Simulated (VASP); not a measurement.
Input of a VASP 6.6.1 run:

The input POSCAR:

```
Au
1.0
    3.3849894456      0.0000000000      0.0000000000
    0.0000000000      3.3849894456      0.0000000000
    0.0000000000      0.0000000000      3.0788534063
Au
2
Direct
    0.0000000000      0.0000000000      0.0000000000
    0.5000000000      0.5000000000      0.5000000000
```

File INCAR.step1:

```
  PREC = Accurate
  ENCUT = 520
  ISMEAR = 0
  SIGMA = 0.1
  LREAL = False
  LASPH = True
  NELM = 100
  NBANDS = 18
  GGA = PE
  ALGO = Normal
  EDIFF = 1E-4
  LWAVE = True
  LCHARG = False
```

File INCAR.step2:

```
  PREC = Accurate
  ENCUT = 520
  EDIFF = 1E-6
  ISMEAR = 0
  SIGMA = 0.1
  LREAL = False
  LASPH = True
  NELM = 100
  ALGO = Normal
  ISIF = 2
  LWAVE = False
  LCHARG = True
  METAGGA = R2SCAN
  LMIXTAU = True
  LELF = True
  LVHAR = True
  NBANDS = 18
  ISTART = 1
```

The input KPOINTS:

```
regular mesh
0
Gamma
  16 16 16
```

Potentials or basis: VASP PAW PBE potentials, release 64 (Au).

Run with:

```bash
$ cat potpaw_PBE.64/Au/POTCAR > POTCAR
$ cp INCAR.step1 INCAR
$ mpirun -np 1 vasp_std > vasp.out
$ cp INCAR.step2 INCAR
$ mpirun -np 1 vasp_std > vasp.out
```

Problem. Estimate the band gap on the k mesh.

Solution. Zero (bands 11 and 12 overlap by 5.77 eV).

Problem. Predict the pressure.

Solution. 0.0 GPa.

Stress tensor (GPa, compression positive):
```
 0.28  0.00  0.00
 0.00  0.28  0.00
 0.00  0.00 -0.47
```

Caveat: the cell differs from its parent crystal (uniaxial strain along c: -6.0 %, then relaxed in part); the PAW data sets were made with another functional, which shifts forces and pressure a little; spin-orbit coupling is left out, which moves the levels of the heavy elements.
